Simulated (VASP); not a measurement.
Write the native input for VASP 6.6.1 that does the following.

- Task: single point
- Functional: LDA
- Potentials or basis: VASP PAW LDA potentials, release 64 (Hg, Te)
- Cutoff: 520 eV
- k mesh: 8 × 8 × 8
- Occupations: fermi-dirac, width 0.1 eV
- Spin: no spin polarisation
- Dipole correction: no
- Further INCAR settings: ALGO = Normal; EDIFF = 1e-07; NBANDS = 16

The structure of HgTe lies in POSCAR:

```
HgTe
1.0
   -3.0044411569      3.0044411569      1.5383343083
    3.0044411569     -3.0044411569      1.5383343083
    3.0044411569      3.0044411569     -1.5383343083
Hg Te
1 1
Direct
    0.2500000000      0.7500000000      0.5000000000
    0.0000000000      0.0000000000      0.0000000000
```

One way to write it, as run:

INCAR

```
PREC = Accurate
ENCUT = 520
EDIFF = 1E-7
ISMEAR = -1
SIGMA = 0.1
LREAL = False
LASPH = True
NELM = 100
ALGO = Normal
ISIF = 2
LWAVE = False
LCHARG = True
LELF = True
LVHAR = True
NBANDS = 16
```

KPOINTS

```
regular mesh
0
Gamma
  8 8 8
```

Potentials or basis: VASP PAW LDA potentials, release 64 (Hg, Te).

The run is started by

```bash
$ cat potpaw_LDA.64/Hg/POTCAR potpaw_LDA.64/Te/POTCAR > POTCAR
$ mpirun -np 1 vasp_std > vasp.out
```

It gave:

| Quantity | Value |
| --- | --- |
| Pressure | -3.5 GPa |
| Band gap on the k mesh | zero (bands 9 and 10 overlap by 3.14 eV) |

Caveat: the cell stands under tension; spin-orbit coupling is left out, which moves the levels of the heavy elements.

Wall time 89 s on 1 thread of Intel Xeon 8259CL (shared host), peak memory 0.21 GiB.
